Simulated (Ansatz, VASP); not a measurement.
**TePt: VASP beside Ansatz**

```
CELL_PARAMETERS angstrom
4.24856 0.00000 0.00000
-2.12428 3.67936 0.00000
0.00000 0.00000 5.59696
ATOMIC_POSITIONS crystal
Te 0.33333 0.66667 0.25000
Te 0.66667 0.33333 0.75000
Pt 0.00000 0.00000 0.00000
Pt 0.00000 0.00000 0.50000
```

Alike in both runs: task single point; functional r2SCAN; k mesh 6 × 6 × 4; occupations fermi-dirac, width 0.02 eV; no spin polarisation.

|  | VASP | Ansatz |
| --- | --- | --- |
| version | VASP 6.6.1 | Ansatz 0.2.0 |
| potentials or method | VASP PAW PBE potentials, release 64 (Te, Pt) | plane waves, PAW |
| plane-wave cutoff (eV) | 520 | 500 |
| valence electrons in the cell | 32 | 68 |

|  | VASP | Ansatz | Ansatz less VASP |
| --- | --- | --- | --- |
| pressure (GPa) | 0.0 | 0.0 | +0.02 |
| traceless stress, the component that is largest in VASP (GPa) | 0.06 | 0.00 | -0.059 |

VASP's potentials were made for PBE, not for r2SCAN. VASP's potentials hold 32 valence electrons a cell and Ansatz's 68, so a difference there can come from the potentials and not from the codes.

Neither program's run includes spin-orbit coupling.
